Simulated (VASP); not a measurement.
Input of a VASP 6.6.1 run:

File INCAR:

```
PREC = Accurate
ENCUT = 520
EDIFF = 1E-6
ISMEAR = -1
SIGMA = 0.05
LREAL = False
LASPH = True
NELM = 100
ALGO = Normal
ISIF = 2
LWAVE = False
LCHARG = False
GGA = PS
NBANDS = 19
```

KPOINTS

```
Automatic mesh
0
Gamma
  13 13 13
```

POSCAR

```
Zn
1.0
    0.0000000000      2.4851836218      2.4851836218
    2.4851836218      0.0000000000      2.4851836218
    2.4851836218      2.4851836218      0.0000000000
Zn
2
Direct
   -0.1250000000     -0.1250000000     -0.1250000000
    0.1250000000      0.1250000000      0.1250000000
```

Potentials or basis: VASP PAW PBE potentials, release 64 (Zn).

Run with:

```sh
$ cat potpaw_PBE.64/Zn/POTCAR > POTCAR
$ mpirun -np 1 vasp_std > vasp.out
```

(1) Estimate the band gap on the k mesh.

(2) Predict the pressure.

Answers

(1) zero (bands 12 and 13 overlap by 9.40 eV).

(2) 37.4 GPa.

Caveat: the cell stands under pressure; the PAW data sets were made with another functional, which shifts forces and pressure a little.
